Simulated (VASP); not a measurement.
# Hf (P6_3/mmc) in VASP: further runs

Hf is run at these levels: r2SCAN; tasks: relaxation of shape and atoms at fixed volume, relaxation of cell and atoms.

Program: VASP 6.6.1. These are calculated values, not measurements. Logs are shortened: lines on timing, memory, paths and dates and some standing lists are left out, and cuts for length are marked.

### 1 The cell of the first run

Symmetry: P6_3/mmc, No. 194, hexagonal system. The conventional cell has a = 3.133 Å, b = 3.133 Å, c = 4.943 Å, α = 90.00°, β = 90.00°, γ = 120.00°. Within 4.0 Å of Hf (site symmetry -6m2) lie 12 Hf at 3.06 to 3.13 Å.

### 2 Relaxation of shape and atoms at fixed volume, r2SCAN (21.01 Å³/atom)

Contents of POSCAR:

```
Hf
1.0
    3.1328082611      0.0000000000      0.0000000000
   -1.5664041305      2.7130915393      0.0000000000
    0.0000000000      0.0000000000      4.9427197839
Hf
2
Direct
    0.3333333333      0.6666666667      0.2500000000
    0.6666666667      0.3333333333      0.7500000000
```

Contents of INCAR.step1:

```
SYSTEM = Hf
ALGO     = Normal         ! electronic algorithm
EDIFF    = 1E-4           ! SCF threshold, eV
ENCUT    = 600            ! plane-wave cutoff, eV
GGA      = PE             ! functional
ISMEAR   = 0              ! smearing method
LASPH    = .True.         ! aspherical terms in the spheres
LCHARG   = .False.        ! write CHGCAR
LREAL    = .False.        ! projectors in reciprocal space
LWAVE    = .True.         ! write WAVECAR
NELM     = 100            ! most SCF steps
PREC     = Accurate       ! precision mode
SIGMA    = 0.1            ! smearing width, eV
```

Contents of INCAR.step2:

```
SYSTEM = Hf
ALGO     = Normal         ! electronic algorithm
EDIFF    = 1E-6           ! SCF threshold, eV
EDIFFG   = -0.01          ! ionic threshold
ENCUT    = 600            ! plane-wave cutoff, eV
IBRION   = 2              ! ionic algorithm
ISIF     = 4              ! what is computed and relaxed
ISMEAR   = 0              ! smearing method
ISTART   = 1            
LASPH    = .True.         ! aspherical terms in the spheres
LCHARG   = .False.        ! write CHGCAR
LMIXTAU  = .True.       
LREAL    = .False.        ! projectors in reciprocal space
LWAVE    = .False.        ! write WAVECAR
METAGGA  = R2SCAN         ! meta-GGA
NELM     = 100            ! most SCF steps
NSW      = 50             ! ionic steps
PREC     = Accurate       ! precision mode
SIGMA    = 0.1            ! smearing width, eV
```

Contents of KPOINTS:

```
k-points
0
Gamma
  15 15 8
  0 0 0
```

Potentials or basis: VASP PAW PBE potentials, release 64 (Hf_pv).

Started as:

```sh
cat potpaw_PBE.64/Hf_pv/POTCAR > POTCAR
cp INCAR.step1 INCAR
mpirun -np 1 vasp_std > vasp.out
cp INCAR.step2 INCAR
mpirun -np 1 vasp_std > vasp.out
```

OUTCAR:

```text
SYSTEM = Hf
   EDIFF = 1E-6
   EDIFFG = -0.01
   ENCUT = 600
   IBRION = 2
   ISIF = 4
   ISMEAR = 0
   ISTART = 1
   LASPH = .True.
   LREAL = .False.
   METAGGA = R2SCAN
   NELM = 100
   NSW = 50
   PREC = Accurate

 ion  position               nearest neighbor table
   1  0.333  0.667  0.250-   2 3.06   2 3.06   2 3.06   2 3.06   2 3.06   2 3.06
   2  0.667  0.333  0.750-   1 3.06   1 3.06   1 3.06   1 3.06   1 3.06   1 3.06

  LATTYP: Found a hexagonal cell.
 ALAT       =     3.1328082611
 C/A-ratio  =     1.5777281506

  Lattice vectors:

 A1 = (   3.1328082611,   0.0000000000,   0.0000000000)
 A2 = (  -1.5664041305,   2.7130915393,   0.0000000000)
 A3 = (   0.0000000000,   0.0000000000,   4.9427197839)

Analysis of symmetry for initial positions (statically):
=====================================================================
 Subroutine PRICEL returns:
 Original cell was already a primitive cell.

 Routine SETGRP: Setting up the symmetry group for a
 hexagonal supercell.

 Subroutine GETGRP returns: Found 24 space group operations
 (whereof 12 operations were pure point group operations)
 out of a pool of 24 trial point group operations.

The static configuration has the point symmetry D_3d.
 The point group associated with its full space group is D_6h.

Analysis of symmetry for dynamics (positions and initial velocities):
=====================================================================
 Subroutine PRICEL returns:
 Original cell was already a primitive cell.

 Routine SETGRP: Setting up the symmetry group for a
 hexagonal supercell.

 Subroutine GETGRP returns: Found 24 space group operations
 (whereof 12 operations were pure point group operations)
 out of a pool of 24 trial point group operations.

The dynamic configuration has the point symmetry D_3d.
 The point group associated with its full space group is D_6h.

 Subroutine INISYM returns: Found 24 space group operations
 (whereof 12 operations are pure point group operations),
 and found     1 'primitive' translations

----------------------------------------------------------------------------------------

                                     Primitive cell

  volume of cell :      42.0111

  direct lattice vectors                    reciprocal lattice vectors
     3.132808261  0.000000000  0.000000000     0.319202427  0.184291607  0.000000000
    -1.566404131  2.713091539  0.000000000     0.000000000  0.368583214  0.000000000
     0.000000000  0.000000000  4.942719784     0.000000000  0.000000000  0.202317761

  length of vectors
     3.132808261  3.132808261  4.942719784     0.368583214  0.368583214  0.202317761

  position of ions in fractional coordinates (direct lattice)
     0.333333333  0.666666667  0.250000000
     0.666666667  0.333333333  0.750000000

  ion indices of the primitive-cell ions
   primitive index   ion index
                 1           1
                 2           2

----------------------------------------------------------------------------------------

 KPOINTS: k-points

Automatic generation of k-mesh.
 Grid dimensions read from file:
 generate k-points for:   15   15    8

 Generating k-lattice:

  Cartesian coordinates                     Fractional coordinates (reciprocal lattice)
     0.021280162  0.012286107  0.000000000     0.066666667  0.000000000  0.000000000
     0.000000000  0.024572214  0.000000000     0.000000000  0.066666667  0.000000000
     0.000000000  0.000000000  0.025289720     0.000000000  0.000000000  0.125000000

  Length of vectors
[... 65 lines left out ...]
   PSTRESS=    0.0 pullay stress
   NELECT =      20.0000    total number of electrons
   NUPDOWN=      -1.0000    fix difference up-down
   EMIN   =  10.00;   EMAX   =-10.00  energy-range for DOS
   EFERMI =   0.00;   METHOD = LEGACY
   ISMEAR =     0;   SIGMA  =   0.10  broadening in eV -4-tet -1-fermi 0-gaus
   EFERMI_NEDOS =   21; number of points for ismear=-14 and -15
   IALGO  =     38    algorithm
   IMIX   =      4    mixing-type and parameters
     AMIX     =   0.40;   BMIX     =  1.00
     AMIX_MAG =   1.60;   BMIX_MAG =  1.00
  volume/ion in A,a.u.               =      21.01       141.75
  Fermi-wavevector in a.u.,A,eV,Ry     =   1.278292  2.415622 22.232335  1.634030
  Thomas-Fermi vector in A             =   2.410843
   LORBIT       =      0    0 simple, 1 ext, 2 COOP (PROOUT), +10 PAW based schemes
   METAGGA = R2SCAN    functional components
   LHFCALC =     F    Hartree Fock is set to
   AEXX    =    0.0000 exact exchange contribution
   IVDW    =     0    specifies the selected vdW correction
   LEPSILON=     F    determine dielectric tensor
   LRPA    =     F    only Hartree local field effects (RPA)
 conjugate gradient relaxation of ions
 non-spin polarized calculation
 Gauss-broadening in eV      SIGMA  =   0.10
  energy-cutoff  :      600.00
  volume of cell :       42.01
 maximum number of plane-waves:      1424
 NGX is ok and might be reduce to    28
   NGX = 13   NGY = 13   NGZ = 19

--------------------------------------- Ionic step        1  -------------------------------------------

 number of electron      19.9999999 magnetization

 Free energy of the ion-electron system (eV)
  ---------------------------------------------------
  ext. energy  EPLUGINS =         0.00000000
  ---------------------------------------------------
  free energy    TOTEN  =       -90.25497233 eV

  energy without entropy =      -90.24941040  energy(sigma->0) =      -90.25219136

------------------------ aborting loop because EDIFF is reached ----------------------------------------

  FORCE on cell =-STRESS in cart. coord.  units (eV):
  Direction    XX          YY          ZZ          XY          YZ          ZX
  --------------------------------------------------------------------------------------
  -------------------------------------------------------------------------------------
  Total        1.8546308      1.8546308      1.8159756      0.0000000      0.0000000      0.0000000
  in kB       70.7300217     70.7300217     69.2558317      0.0000000      0.0000000      0.0000000
  external PRESSURE =      70.2386250 kB  Pullay stress =       0.0000000 kB

 VOLUME and BASIS-vectors are now :
 -----------------------------------------------------------------------------
  energy-cutoff  :      600.00
  volume of cell :       42.01
      direct lattice vectors                 reciprocal lattice vectors
     3.132808261  0.000000000  0.000000000     0.319202427  0.184291607  0.000000000
    -1.566404131  2.713091539  0.000000000     0.000000000  0.368583214  0.000000000
     0.000000000  0.000000000  4.942719784     0.000000000  0.000000000  0.202317761

 POSITION                                       TOTAL-FORCE (eV/Angst)
 -----------------------------------------------------------------------------------
     -0.00000      1.80873      1.23568        -0.000000     -0.000000      0.000000
      1.56640      0.90436      3.70704         0.000000      0.000000      0.000000
 -----------------------------------------------------------------------------------
    total drift:                                0.000000     -0.000000      0.000000

  FREE ENERGIE OF THE ION-ELECTRON SYSTEM (eV)
  ---------------------------------------------------
  free  energy   TOTEN  =       -90.2549723333 eV

  energy  without entropy=      -90.2494103961  energy(sigma->0) =      -90.25219136

--------------------------------------- Ionic step        2  -------------------------------------------

 number of electron      19.9999999 magnetization

 Free energy of the ion-electron system (eV)
  ---------------------------------------------------
  ext. energy  EPLUGINS =         0.00000000
  ---------------------------------------------------
  free energy    TOTEN  =       -90.25498471 eV

  energy without entropy =      -90.24943636  energy(sigma->0) =      -90.25221054

 E-fermi :   5.2811     XC(G=0): -12.4744

 val. band max:        5.2480876213   @ k =   0.2667   0.2000   0.5000
 cond. band min:       5.2821729106   @ k =   0.1333   0.0667   0.3750
 fundamental gap:      0.0340852893
 Fermi energy:         5.2810746553

 k-point     1 :       0.0000    0.0000    0.0000
  band No.  band energies     occupation
      1     -26.9412      2.00000
      2     -25.9940      2.00000
      3     -25.9940      2.00000
      4     -25.8348      2.00000
      5     -25.8348      2.00000
      6     -25.8338      2.00000
      7      -2.6857      2.00000
      8       1.2296      2.00000
      9       5.9630      0.00000
     10       6.6107      0.00000
     11       6.6107      0.00000
     12       6.9903      0.00000
     13       7.5730      0.00000
     14       7.5730      0.00000
[... 377 lines left out ...]
      1     -26.6454      2.00000
      2     -26.4606      2.00000
      3     -26.3965      2.00000
      4     -26.3452      2.00000
      5     -26.1746      2.00000
      6     -26.1050      2.00000
      7       2.4938      2.00000
      8       2.8165      2.00000
      9       3.0384      2.00000
     10       3.8957      2.00000
     11       5.7677      0.00000
     12       6.0563      0.00000
     13       7.4475      0.00000
     14      10.9802      0.00000

 [... further k-points ...]

------------------------ aborting loop because EDIFF is reached ----------------------------------------

  FORCE on cell =-STRESS in cart. coord.  units (eV):
  Direction    XX          YY          ZZ          XY          YZ          ZX
  --------------------------------------------------------------------------------------
  -------------------------------------------------------------------------------------
  Total        1.8426940      1.8426940      1.8400429      0.0000000      0.0000000     -0.0000000
  in kB       70.2747896     70.2747896     70.1736849      0.0000000      0.0000000     -0.0000000
  external PRESSURE =      70.2410880 kB  Pullay stress =       0.0000000 kB

 VOLUME and BASIS-vectors are now :
 -----------------------------------------------------------------------------
  energy-cutoff  :      600.00
  volume of cell :       42.01
      direct lattice vectors                 reciprocal lattice vectors
     3.133782254  0.000000000  0.000000000     0.319103217  0.184234328 -0.000000000
    -1.566891127  2.713935042 -0.000000000    -0.000000000  0.368468657 -0.000000000
     0.000000000  0.000000000  4.939647824    -0.000000000  0.000000000  0.202443582

 POSITION                                       TOTAL-FORCE (eV/Angst)
 -----------------------------------------------------------------------------------
     -0.00000      1.80929      1.23491         0.000000      0.000000      0.000000
      1.56689      0.90465      3.70474        -0.000000     -0.000000      0.000000
 -----------------------------------------------------------------------------------
    total drift:                                0.000000     -0.000000      0.000000

  FREE ENERGIE OF THE ION-ELECTRON SYSTEM (eV)
  ---------------------------------------------------
  free  energy   TOTEN  =       -90.2549847111 eV

  energy  without entropy=      -90.2494363594  energy(sigma->0) =      -90.25221054

 reached required accuracy - stopping structural energy minimisation
```

Run time: 4 min. Hardware: 1 thread of Intel Xeon 6975P-C (Granite Rapids), shared host; peak memory 0.25 GiB.

What came out:

```yaml
Free_energy: -90.2550 eV
Energy_gained_by_relaxing: 0.0 meV/atom
Ionic_steps: 2
Pressure_after_relaxing: 7.0 GPa
Band_gap_on_the_k_mesh: zero (bands 10 and 11 overlap by 1.79 eV)
```

Final structure:
```cif
data_structure
_symmetry_space_group_name_H-M 'P 1'
_symmetry_Int_Tables_number 1
_cell_length_a 3.1338
_cell_length_b 3.1338
_cell_length_c 4.9396
_cell_angle_alpha 90.000
_cell_angle_beta 90.000
_cell_angle_gamma 120.000
_cell_volume 42.01
loop_
_atom_site_label
_atom_site_type_symbol
_atom_site_fract_x
_atom_site_fract_y
_atom_site_fract_z
_atom_site_occupancy
Hf1 Hf 0.33333 0.66667 0.25000 1
Hf2 Hf 0.66667 0.33333 0.75000 1
```

Caveat: the PAW data sets were made with another functional, which shifts forces and pressure a little; spin-orbit coupling is left out, which moves the levels of the heavy elements.

### 3 Relaxation of shape and atoms at fixed volume, r2SCAN (21.68 Å³/atom)

This run uses another cell than the first one, of 21.68 Å³/atom.

Contents of POSCAR:

```
Hf
1.0
    3.1657876137      0.0000000000      0.0000000000
   -1.5828938068      2.7416524964      0.0000000000
    0.0000000000      0.0000000000      4.9947522369
Hf
2
Direct
    0.3333333333      0.6666666667      0.2500000000
    0.6666666667      0.3333333333      0.7500000000
```

Contents of INCAR.step1:

```
SYSTEM = Hf
PREC = Accurate ; ENCUT = 600
ISMEAR = 0 ; SIGMA = 0.1
LREAL = .False. ; LASPH = .True.
NELM = 60 ; GGA = PE
ALGO = Normal ; EDIFF = 1E-4
LWAVE = .True. ; LCHARG = .False.
```

Contents of INCAR.step2:

```
SYSTEM = Hf
PREC = Accurate ; ENCUT = 600
EDIFF = 1E-7 ; ISMEAR = 0
SIGMA = 0.1 ; LREAL = .False.
LASPH = .True. ; NELM = 60
ALGO = Normal ; ISIF = 4
LWAVE = .False. ; LCHARG = .False.
METAGGA = R2SCAN ; LMIXTAU = .True.
IBRION = 2 ; NSW = 50
EDIFFG = -0.01 ; ISTART = 1
```

Contents of KPOINTS:

```
Automatic mesh
0
Gamma
  15 15 8
  0 0 0
```

Potentials or basis: VASP PAW PBE potentials, release 64 (Hf_pv).

Started as:

```sh
cat potpaw_PBE.64/Hf_pv/POTCAR > POTCAR
cp INCAR.step1 INCAR
mpirun -np 1 vasp_std > vasp.out
cp INCAR.step2 INCAR
mpirun -np 1 vasp_std > vasp.out
```

Wall time 4.7 min (1 thread of Intel Xeon 6975P-C (Granite Rapids), shared host); peak memory 0.25 GiB.

Results (log left out):

```
Free energy               : -90.2967 eV
Energy gained by relaxing : 0.0 meV/atom
Ionic steps               : 2
Pressure after relaxing   : 3.0 GPa
Band gap on the k mesh    : zero (bands 10 and 11 overlap by 1.77 eV)
```

Final structure:
```yaml
crystal:
  lattice:
    - [3.16691, 0.00000, 0.00000]
    - [-1.58345, 2.74262, 0.00000]
    - [0.00000, 0.00000, 4.99123]
  atoms:
    - { symbol: Hf, position: [0.33333, 0.66667, 0.25000] }
    - { symbol: Hf, position: [0.66667, 0.33333, 0.75000] }
```

Levels at points of the mesh, in eV from the Fermi level:
```
           k point  band 7  band 8  band 9  band 10  band 11  band 12  band 13  band 14
(0.00, 0.00, 0.00)   -7.87   -3.95    0.54     1.32     1.32     1.68     2.24     2.24
(0.00, 0.00, 0.50)   -5.74   -5.74    0.15     0.15     1.21     1.21     1.21     1.21
```

Caveat: the PAW data sets were made with another functional, which shifts forces and pressure a little; spin-orbit coupling is left out, which moves the levels of the heavy elements.

### 4 Relaxation of cell and atoms, r2SCAN

This run uses another cell than the first one, of 22.38 Å³/atom.

Contents of POSCAR:

```
Hf
1.0
    3.1967000000      0.0000000000      0.0000000000
   -1.5983500000      2.7684234083      0.0000000000
    0.0000000000      0.0000000000      5.0578000000
Hf
2
Direct
    0.3333333333      0.6666666667      0.2500000000
    0.6666666667      0.3333333333      0.7500000000
```

Contents of INCAR.step1:

```
ALGO = Normal ; EDIFF = 1E-4
ENCUT = 600 ; GGA = PE
ISMEAR = 0 ; LASPH = True
LCHARG = False ; LREAL = False
LWAVE = True ; NELM = 100
PREC = Accurate ; SIGMA = 0.1
```

Contents of INCAR.step2:

```
ALGO = Normal ; EDIFF = 1E-6
EDIFFG = -0.005 ; ENCUT = 600
IBRION = 2 ; ISIF = 3
ISMEAR = 0 ; ISTART = 1
LASPH = True ; LCHARG = False
LMIXTAU = True ; LREAL = False
LWAVE = False ; METAGGA = R2SCAN
NELM = 100 ; NSW = 100
PREC = Accurate ; SIGMA = 0.1
```

Contents of KPOINTS:

```
k-points
0
Gamma
  15 15 8
```

Started as:

```sh
cat potpaw_PBE.64/Hf_pv/POTCAR > POTCAR
cp INCAR.step1 INCAR
mpirun -np 1 vasp_std > vasp.out
cp INCAR.step2 INCAR
mpirun -np 1 vasp_std > vasp.out
```

Run time: 18 min. Hardware: 1 thread of Intel Xeon 6975P-C (Granite Rapids), shared host; peak memory 0.27 GiB.

It converged, with:

* Free energy: -90.3069 eV
* Relaxed volume: 22.23 Å³/atom
* Relaxed cell: a = 3.194 Å, b = 3.194 Å, c = 5.033 Å, α = 90.00°, β = 90.00°, γ = 120.00°
* Space group after relaxing (to 0.1 Å): P6_3/mmc (No. 194)
* Energy gained by relaxing: 0.4 meV/atom
* Ionic steps: 12
* Pressure after relaxing: 0.0 GPa
* Band gap on the k mesh: zero (bands 10 and 11 overlap by 1.75 eV)

The path:
| step | energy change (eV) | largest force (eV/Å) | pressure (GPa) | volume (Å³) |
| --- | --- | --- | --- | --- |
| 1 | 0.0000 | 0.0000 | -0.75 | 44.76 |
| 2 | 0.0003 | 0.0000 | 0.96 | 44.08 |
| 3 | -0.0008 | 0.0000 | 0.03 | 44.44 |
| 4 | -0.0008 | 0.0000 | 0.02 | 44.44 |
| 5 | -0.0005 | 0.0000 | 0.50 | 44.26 |
| 6 | -0.0008 | 0.0000 | 0.06 | 44.43 |
| 7 | -0.0009 | 0.0000 | 0.03 | 44.44 |
| 8 | -0.0009 | 0.0000 | 0.04 | 44.44 |
| 9 | -0.0009 | 0.0000 | 0.03 | 44.45 |
| 10 | -0.0008 | 0.0000 | 0.00 | 44.45 |
| 11 | -0.0009 | 0.0000 | 0.02 | 44.45 |
| 12 | -0.0009 | 0.0000 | -0.03 | 44.46 |

Final structure:
```xyz
2
Lattice="3.1938 0.0000 0.0000 -1.5969 2.7659 0.0000 0.0000 0.0000 5.0335" Properties=species:S:1:pos:R:3 pbc="T T T"
Hf    0.0000    1.8439    1.2584
Hf    1.5969    0.9220    3.7751
```

Levels at points of the mesh, in eV from the Fermi level:
| k point | band 8 | band 9 | band 10 | band 11 | band 12 | band 13 |
| --- | --- | --- | --- | --- | --- | --- |
| (0.00, 0.00, 0.00) | -3.87 | 0.44 | 1.31 | 1.31 | 1.66 | 2.20 |
| (0.00, 0.00, 0.50) | -5.71 | 0.15 | 0.15 | 1.20 | 1.20 | 1.20 |

Caveat: the PAW data sets were made with another functional, which shifts forces and pressure a little; spin-orbit coupling is left out, which moves the levels of the heavy elements.

(Part 1 of 2 ends here.)

The gap in the log of VASP goes by the Fermi energy; the results here count the filled bands.